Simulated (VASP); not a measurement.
RbBr, 2 atoms in the cell. It takes space group Fm-3m (No. 225, cubic). Conventional cell: a = 6.280 Å, b = 6.280 Å, c = 6.280 Å, α = 90.00°, β = 90.00°, γ = 90.00°. Rb (site symmetry m-3m) has 6 Br at 3.14 Å within 4.1 Å. Within 4.1 Å of Br (site symmetry m-3m) lie 6 Rb at 3.14 Å. 

| Item | Value |
| --- | --- |
| Program | VASP 6.6.1 |
| Task | single point |
| Functional | PBEsol |
| Potentials or basis | VASP PAW PBE potentials, release 64 (Rb_sv, Br) |
| Cutoff | 520 eV |
| k mesh | 6 × 6 × 6 |
| Occupations | gaussian, width 0.01 eV |
| Spin | no spin polarisation |
| Dipole correction | no |
| Further INCAR settings | ALGO = Normal; EDIFF = 1e-07; NBANDS = 15 |

Potentials or basis: VASP PAW PBE potentials, release 64 (Rb_sv, Br).

Launch:

```sh
$ cat potpaw_PBE.64/Rb_sv/POTCAR potpaw_PBE.64/Br/POTCAR > POTCAR
$ mpirun -np 1 vasp_std > vasp.out
```

Hardware: 1 thread of Intel(R) Xeon(R) 6975P-C (Granite Rapids), with other jobs on the host.

How long does it take, and how much memory?

Run time: 9.3 s on 1 thread of Intel(R) Xeon(R) 6975P-C (Granite Rapids) (shared host), peak memory 0.2 GiB. Counts: scf iterations 13, k points 16.
